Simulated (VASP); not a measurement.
# ZnO (P6_3/mmc) in VASP: notebook

ZnO is run at these levels: LDA; tasks: single point.

Everything below comes from runs of VASP 6.6.1. Logs are shortened: lines on timing, memory, paths and dates and some standing lists are left out, and cuts for length are marked.

### Step 1. The cell of the first run

Symmetry: P6_3/mmc, No. 194, hexagonal system. Conventional cell: a = 3.189 Å, b = 3.189 Å, c = 7.130 Å, α = 90.00°, β = 90.00°, γ = 120.00°. Within 2.4 Å of Zn (site symmetry -6m2) lie 3 O at 1.84 Å. Within 2.4 Å of O (site symmetry -6m2) lie 3 Zn at 1.84 Å.

### Step 2. Single point, LDA (strain -0.030 along x and y, +0.000 along z)

File INCAR:

```
SYSTEM = ZnO
PREC     = Accurate       ! precision mode
ENCUT    = 520            ! plane-wave cutoff, eV
EDIFF    = 1E-6           ! SCF threshold, eV
ISMEAR   = 0              ! smearing method
SIGMA    = 0.05           ! smearing width, eV
LREAL    = .False.        ! projectors in reciprocal space
LASPH    = .True.         ! aspherical terms in the spheres
NELM     = 80             ! most SCF steps
ALGO     = Normal         ! electronic algorithm
ISIF     = 2              ! what is computed and relaxed
LWAVE    = .False.        ! write WAVECAR
LCHARG   = .True.         ! write CHGCAR
GGA      = CA             ! functional
LELF     = .True.         ! ELF
LVHAR    = .True.       
NBANDS   = 26             ! bands
```

File KPOINTS:

```
regular mesh
0
Gamma
  9 9 4
  0 0 0
```

File POSCAR:

```
ZnO
1.0
    3.1893281439      0.0000000000      0.0000000000
   -1.5946640719      2.7620391936      0.0000000000
    0.0000000000      0.0000000000      7.1304413500
Zn O
2 2
Direct
    0.0000000000      0.0000000000      0.7500000000
    0.0000000000      0.0000000000      0.2500000000
    0.3333333333      0.6666666667      0.2500000000
    0.6666666667      0.3333333333      0.7500000000
```

Potentials or basis: VASP PAW LDA potentials, release 64 (Zn, O).

On the command line:

```
$ cat potpaw_LDA.64/Zn/POTCAR potpaw_LDA.64/O/POTCAR > POTCAR
$ mpirun -np 1 vasp_std > vasp.out
```

OUTCAR:

```text
SYSTEM = ZnO
   PREC = Accurate
   ENCUT = 520
   EDIFF = 1E-6
   ISMEAR = 0
   LREAL = .False.
   LASPH = .True.
   NELM = 80
   ISIF = 2
   GGA = CA

 ion  position               nearest neighbor table
   1  0.000  0.000  0.750-   4 1.84   4 1.84   4 1.84
   2  0.000  0.000  0.250-   3 1.84   3 1.84   3 1.84
   3  0.333  0.667  0.250-   2 1.84   2 1.84   2 1.84
   4  0.667  0.333  0.750-   1 1.84   1 1.84   1 1.84

  LATTYP: Found a hexagonal cell.
 ALAT       =     3.1893281439
 C/A-ratio  =     2.2357189440

  Lattice vectors:

 A1 = (   3.1893281439,   0.0000000000,   0.0000000000)
 A2 = (  -1.5946640719,   2.7620391936,   0.0000000000)
 A3 = (   0.0000000000,   0.0000000000,   7.1304413500)

Analysis of symmetry for initial positions (statically):
=====================================================================
 Subroutine PRICEL returns:
 Original cell was already a primitive cell.

 Routine SETGRP: Setting up the symmetry group for a
 hexagonal supercell.

 Subroutine GETGRP returns: Found 24 space group operations
 (whereof 12 operations were pure point group operations)
 out of a pool of 24 trial point group operations.

The static configuration has the point symmetry D_3d.
 The point group associated with its full space group is D_6h.

Analysis of symmetry for dynamics (positions and initial velocities):
=====================================================================
 Subroutine PRICEL returns:
 Original cell was already a primitive cell.

 Routine SETGRP: Setting up the symmetry group for a
 hexagonal supercell.

 Subroutine GETGRP returns: Found 24 space group operations
 (whereof 12 operations were pure point group operations)
 out of a pool of 24 trial point group operations.

The dynamic configuration has the point symmetry D_3d.
 The point group associated with its full space group is D_6h.

 Subroutine INISYM returns: Found 24 space group operations
 (whereof 12 operations are pure point group operations),
 and found     1 'primitive' translations

----------------------------------------------------------------------------------------

                                     Primitive cell

  volume of cell :      62.8124

  direct lattice vectors                    reciprocal lattice vectors
     3.189328144  0.000000000  0.000000000     0.313545661  0.181025672  0.000000000
    -1.594664072  2.762039194  0.000000000     0.000000000  0.362051343  0.000000000
     0.000000000  0.000000000  7.130441350     0.000000000  0.000000000  0.140243773

  length of vectors
     3.189328144  3.189328144  7.130441350     0.362051343  0.362051343  0.140243773

  position of ions in fractional coordinates (direct lattice)
     0.000000000  0.000000000  0.750000000
     0.000000000  0.000000000  0.250000000
     0.333333333  0.666666667  0.250000000
     0.666666667  0.333333333  0.750000000

  ion indices of the primitive-cell ions
   primitive index   ion index
                 1           1
                 2           2
                 3           3
                 4           4

----------------------------------------------------------------------------------------

 KPOINTS: regular mesh

Automatic generation of k-mesh.
 Grid dimensions read from file:
 generate k-points for:    9    9    4

 Generating k-lattice:

  Cartesian coordinates                     Fractional coordinates (reciprocal lattice)
     0.034838407  0.020113964  0.000000000     0.111111111  0.000000000  0.000000000
     0.000000000  0.040227927  0.000000000     0.000000000  0.111111111  0.000000000
     0.000000000  0.000000000  0.035060943     0.000000000  0.000000000  0.250000000

  Length of vectors
     0.040227927  0.040227927  0.035060943

  Shift w.r.t. Gamma in fractional coordinates (k-lattice)
     0.000000000  0.000000000  0.000000000

 Subroutine IBZKPT returns following result:
 ===========================================

 Found     36 irreducible k-points:

 Following reciprocal coordinates:
            Coordinates               Weight
  0.000000  0.000000  0.000000      1.000000
  0.111111 -0.000000  0.000000      6.000000
  0.222222 -0.000000  0.000000      6.000000
  0.333333  0.000000  0.000000      6.000000
  0.444444 -0.000000  0.000000      6.000000
  0.111111  0.111111  0.000000      6.000000
[... 16 lines left out ...]
  0.333333  0.222222  0.250000     24.000000
  0.333333  0.333333  0.250000      4.000000
 [... further k-points ...]
   k-points           NKPTS =     36   k-points in BZ     NKDIM =     36   number of bands    NBANDS=     26
   number of dos      NEDOS =    301   number of ions     NIONS =      4
   total plane-waves  NPLWV =  31104
   dimension x,y,z NGX =    24 NGY =   24 NGZ =   54
   dimension x,y,z NGXF=    48 NGYF=   48 NGZF=  108
   ions per type =               2   2
   NGX,Y,Z   is equivalent  to a cutoff of  12.51, 12.51, 12.59 a.u.
   NGXF,Y,Z  is equivalent  to a cutoff of  25.02, 25.02, 25.18 a.u.
 SYSTEM =  ZnO
   PREC   = accura    normal or accurate (medium, high low for compatibility)
   ISTART =      0    job   : 0-new  1-cont  2-samecut
   ICHARG =      2    charge: 1-file 2-atom 10-const
   ISPIN  =      1    spin polarized calculation?
   LNONCOLLINEAR =      F non collinear calculations
   LSORBIT =      F    spin-orbit coupling
   LASPH  =      T    aspherical Exc in radial PAW
   ENCUT  =  520.0 eV  38.22 Ry    6.18 a.u.   5.93  5.93 13.26*2*pi/ulx,y,z
   NELM   =     80;   NELMIN=  2; NELMDL= -5     # of ELM steps
   EDIFF  = 0.1E-05   stopping-criterion for ELM
   LREAL  =      F    real-space projection
   EDIFFG = 0.1E-04   stopping-criterion for IOM
   NSW    =      0    number of steps for IOM
   IBRION =     -1    ionic relax: 0-MD 1-quasi-New 2-CG
   NFREE  =      0    steps in history (QN), initial steepest desc. (CG)
   ISIF   =      2    stress and relaxation
   ISYM   =      2    0-nonsym 1-usesym 2-fastsym
   POTIM  = 0.5000    time-step for ionic-motion
   TEBEG  =    0.0;   TEEND  =   0.0 temperature during run
   PSTRESS=    0.0 pullay stress
   NELECT =      36.0000    total number of electrons
   NUPDOWN=      -1.0000    fix difference up-down
   EMIN   =  10.00;   EMAX   =-10.00  energy-range for DOS
   EFERMI =   0.00;   METHOD = LEGACY
   ISMEAR =     0;   SIGMA  =   0.05  broadening in eV -4-tet -1-fermi 0-gaus
   EFERMI_NEDOS =   21; number of points for ismear=-14 and -15
   IALGO  =     38    algorithm
   IMIX   =      4    mixing-type and parameters
     AMIX     =   0.40;   BMIX     =  1.00
     AMIX_MAG =   1.60;   BMIX_MAG =  1.00
  volume/ion in A,a.u.               =      15.70       105.97
  Fermi-wavevector in a.u.,A,eV,Ry     =   1.359859  2.569761 25.160114  1.849216
  Thomas-Fermi vector in A             =   2.486571
   LORBIT       =      0    0 simple, 1 ext, 2 COOP (PROOUT), +10 PAW based schemes
   GGA     = CA    functional components
   LHFCALC =     F    Hartree Fock is set to
   AEXX    =    0.0000 exact exchange contribution
   IVDW    =     0    specifies the selected vdW correction
   LEPSILON=     F    determine dielectric tensor
   LRPA    =     F    only Hartree local field effects (RPA)
 non-spin polarized calculation
 Gauss-broadening in eV      SIGMA  =   0.05
  energy-cutoff  :      520.00
  volume of cell :       62.81
 maximum number of plane-waves:      1722
 NGX is ok and might be reduce to    24
   NGX = 11   NGY = 11   NGZ = 27

 number of electron      35.9999991 magnetization

 Free energy of the ion-electron system (eV)
  ---------------------------------------------------
  ext. energy  EPLUGINS =         0.00000000
  ---------------------------------------------------
  free energy    TOTEN  =       -19.85873652 eV

  energy without entropy =      -19.85873652  energy(sigma->0) =      -19.85873652

 E-fermi :  -0.2343     XC(G=0):  -9.7576

 val. band max:       -0.5464691201   @ k =   0.0000   0.0000   0.0000
 cond. band min:       0.2326725579   @ k =   0.0000   0.0000   0.0000
 fundamental gap:      0.7791416780
 Fermi energy:        -0.2343086760

 k-point     1 :       0.0000    0.0000    0.0000
  band No.  band energies     occupation
      1     -18.4139      2.00000
      2     -18.3251      2.00000
      3      -7.2817      2.00000
      4      -7.2817      2.00000
      5      -7.2680      2.00000
      6      -7.2680      2.00000
[... 18 lines left out ...]
     25      12.6286      0.00000
     26      13.3795      0.00000

 k-point     2 :       0.1111   -0.0000    0.0000
  band No.  band energies     occupation
      1     -18.3436      2.00000
      2     -18.2595      2.00000
      3      -7.3120      2.00000
      4      -7.3019      2.00000
      5      -7.1877      2.00000
      6      -7.1737      2.00000
[... 18 lines left out ...]
     25      12.4002      0.00000
     26      12.8773      0.00000

 k-point     3 :       0.2222   -0.0000    0.0000
  band No.  band energies     occupation
      1     -18.1605      2.00000
      2     -18.0906      2.00000
      3      -7.3450      2.00000
      4      -7.3415      2.00000
      5      -6.9245      2.00000
      6      -6.9100      2.00000
[... 18 lines left out ...]
     25      11.4002      0.00000
     26      13.0332      0.00000

 k-point     4 :       0.3333    0.0000    0.0000
  band No.  band energies     occupation
      1     -17.9424      2.00000
      2     -17.8943      2.00000
      3      -7.2783      2.00000
      4      -7.2733      2.00000
      5      -6.5619      2.00000
      6      -6.5485      2.00000
[... 18 lines left out ...]
     25      11.4440      0.00000
     26      12.3848      0.00000
[... 496 lines left out ...]
      1     -17.8410      2.00000
      2     -17.8148      2.00000
      3      -7.1509      2.00000
      4      -7.1420      2.00000
      5      -6.3211      2.00000
      6      -6.3160      2.00000
[... 18 lines left out ...]
     25      10.2656      0.00000
     26      11.6323      0.00000

 k-point    23 :       0.3333    0.2222    0.2500
  band No.  band energies     occupation
      1     -17.7281      2.00000
      2     -17.7164      2.00000
      3      -6.9168      2.00000
      4      -6.9091      2.00000
      5      -6.2403      2.00000
      6      -6.1625      2.00000
[... 18 lines left out ...]
     25       9.6720      0.00000
     26      10.4253      0.00000

 k-point    24 :       0.3333    0.3333    0.2500
  band No.  band energies     occupation
      1     -17.6866      2.00000
      2     -17.6866      2.00000
      3      -6.7753      2.00000
      4      -6.7642      2.00000
      5      -6.2011      2.00000
      6      -6.2011      2.00000
[... 18 lines left out ...]
     25       9.0342      0.00000
     26       9.6777      0.00000

 [... further k-points ...]
[... 5 lines left out ...]
  --------------------------------------------------------------------------------------
  -------------------------------------------------------------------------------------
  Total        1.1637660      1.1637660     -0.7231883      0.0000000      0.0000000     -0.0000000
  in kB       29.6845713     29.6845713    -18.4466071      0.0000000      0.0000000     -0.0000000
  external PRESSURE =      13.6408451 kB  Pullay stress =       0.0000000 kB

 VOLUME and BASIS-vectors are now :
 -----------------------------------------------------------------------------
  energy-cutoff  :      520.00
  volume of cell :       62.81
      direct lattice vectors                 reciprocal lattice vectors
     3.189328144  0.000000000  0.000000000     0.313545661  0.181025672  0.000000000
    -1.594664072  2.762039194  0.000000000     0.000000000  0.362051343  0.000000000
     0.000000000  0.000000000  7.130441350     0.000000000  0.000000000  0.140243773

 POSITION                                       TOTAL-FORCE (eV/Angst)
 -----------------------------------------------------------------------------------
      0.00000      0.00000      5.34783         0.000000     -0.000000      0.000000
      0.00000      0.00000      1.78261         0.000000     -0.000000      0.000000
     -0.00000      1.84136      1.78261         0.000000     -0.000000      0.000000
      1.59466      0.92068      5.34783        -0.000000      0.000000     -0.000000
 -----------------------------------------------------------------------------------
    total drift:                               -0.000000      0.000000      0.000000

  FREE ENERGIE OF THE ION-ELECTRON SYSTEM (eV)
  ---------------------------------------------------
  free  energy   TOTEN  =       -19.8587365172 eV

  energy  without entropy=      -19.8587365172  energy(sigma->0) =      -19.85873652
```

Wall time 53 s (1 thread of Intel Xeon 8259CL, shared host); peak memory 0.18 GiB.

Results:

```yaml
Free_energy: -19.8587 eV
Pressure: 1.4 GPa
Band_gap_on_the_k_mesh: 0.78 eV
```

Stress tensor (GPa, compression positive):
```
 2.97  0.00  0.00
 0.00  2.97  0.00
 0.00  0.00 -1.84
```

Caveat: the cell differs from its parent crystal (strain -0.030 along x and y, +0.000 along z); an odd mesh through Γ misses points on the zone boundary, where band edges can lie.

### Step 3. Single point, LDA (strain -0.015 along x and y, -0.030 along z)

File INCAR:

```
SYSTEM = ZnO
PREC = Accurate ; ENCUT = 520
EDIFF = 1E-6 ; ISMEAR = 0
SIGMA = 0.05 ; LREAL = .False.
LASPH = .True. ; NELM = 100
ALGO = Normal ; ISIF = 2
LWAVE = .False. ; LCHARG = .True.
GGA = CA ; LELF = .True.
LVHAR = .True. ; NBANDS = 26
```

File KPOINTS:

```
Automatic mesh
0
Gamma
  9 9 4
  0 0 0
```

File POSCAR:

```
ZnO
1.0
    3.2386476513      0.0000000000      0.0000000000
   -1.6193238256      2.8047511399      0.0000000000
    0.0000000000      0.0000000000      6.9165281095
Zn O
2 2
Direct
    0.0000000000      0.0000000000      0.7500000000
    0.0000000000      0.0000000000      0.2500000000
    0.3333333333      0.6666666667      0.2500000000
    0.6666666667      0.3333333333      0.7500000000
```

Potentials or basis: VASP PAW LDA potentials, release 64 (Zn, O).

On the command line:

```
$ cat potpaw_LDA.64/Zn/POTCAR potpaw_LDA.64/O/POTCAR > POTCAR
$ mpirun -np 1 vasp_std > vasp.out
```

It took 52 s on 1 thread of Intel Xeon 8259CL, shared host; peak memory 0.18 GiB.

It converged, with:

* Free energy: -19.8723 eV
* Pressure: -3.5 GPa
* Band gap on the k mesh: 0.75 eV

Stress tensor (GPa, compression positive):
```
-4.33  0.00  0.00
 0.00 -4.33  0.00
 0.00  0.00 -1.94
```

Levels at points of the mesh, in eV from the valence-band top:
| k point | band 15 | band 16 | band 17 | band 18 | band 19 | band 20 | band 21 | band 22 |
| --- | --- | --- | --- | --- | --- | --- | --- | --- |
| (0.00, 0.00, 0.00) | -0.01 | -0.01 | 0.00 | 0.00 | 0.75 | 3.56 | 5.10 | 11.26 |
| (0.00, 0.00, 0.50) | -0.01 | -0.01 | -0.01 | -0.01 | 1.97 | 1.97 | 7.37 | 7.37 |

Caveat: the cell differs from its parent crystal (strain -0.015 along x and y, -0.030 along z); the cell stands under tension; an odd mesh through Γ misses points on the zone boundary, where band edges can lie.

[end of part 1 of 2]
